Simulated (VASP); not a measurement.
BaHfO3:

```
CELL_PARAMETERS angstrom
4.15362 0.00000 0.00000
0.00000 4.15362 0.00000
0.00000 0.00000 4.27049
ATOMIC_POSITIONS crystal
Ba 0.50000 0.50000 0.58254
Hf 0.00000 0.00000 0.10004
O 0.00000 0.50000 0.06422
O 0.50000 0.00000 0.06422
O 0.00000 0.00000 0.54897
```

- Program: VASP 6.6.1
- Task: relaxation of cell and atoms
- Functional: PBE
- Potentials or basis: VASP PAW PBE potentials, release 64 (Ba_sv, Hf_pv, O)
- Cutoff: 600 eV
- k mesh: 6 × 6 × 6
- Occupations: fermi-dirac, width 0.02 eV
- Spin: no spin polarisation

At the start: pressure 3.9 GPa; volume 14.74 Å³/atom.

Problem. How do energy, volume and symmetry change on relaxing?

Solution. Over 19 steps the energy falls by 32.7 meV/atom and the volume is 14.82 Å³/atom (+0.6 %); space group P4mm (No. 99, to 0.1 Å) before, Pm-3m (No. 221, to 0.1 Å).

Step by step:
| step | energy change (eV) | largest force (eV/Å) | pressure (GPa) | volume (Å³) |
| --- | --- | --- | --- | --- |
| 1 | 0.0000 | 1.8369 | 3.85 | 73.68 |
| 2 | -0.0503 | 0.2045 | -6.10 | 77.52 |
| 3 | -0.0995 | 0.3858 | -2.31 | 75.69 |
| 4 | -0.1436 | 0.2387 | 0.14 | 74.15 |
| 5 | -0.1488 | 0.1238 | 1.52 | 73.45 |
| 6 | -0.1542 | 0.1866 | -0.15 | 74.18 |
| 7 | -0.1557 | 0.1420 | 0.34 | 73.95 |
| 8 | -0.1582 | 0.1195 | -0.31 | 74.25 |
| 9 | -0.1585 | 0.1089 | -0.63 | 74.41 |
| 10 | -0.1601 | 0.0949 | -0.24 | 74.22 |
| 11 | -0.1608 | 0.1424 | 0.24 | 73.99 |
| 12 | -0.1621 | 0.1128 | 0.15 | 74.02 |
| 13 | -0.1636 | 0.0311 | -0.03 | 74.09 |
| 14 | -0.1637 | 0.0083 | 0.05 | 74.06 |
| 15 | -0.1637 | 0.0082 | 0.04 | 74.06 |
| 16 | -0.1637 | 0.0077 | 0.04 | 74.06 |
| 17 | -0.1636 | 0.0090 | 0.03 | 74.07 |
| 18 | -0.1637 | 0.0079 | 0.03 | 74.06 |
| 19 | -0.1637 | 0.0041 | -0.04 | 74.10 |

Final structure:
```
Ba Hf O
1.0
     4.20022    0.00000    0.00000
     0.00000    4.20022    0.00000
     0.00000    0.00000    4.20009
Ba Hf O
1 1 3
Cartesian
  2.1001 2.1001 2.4020
  4.2002 0.0000 0.3019
  0.0000 2.1001 0.3029
  2.1001 0.0000 0.3029
  0.0000 4.2002 2.4024
```
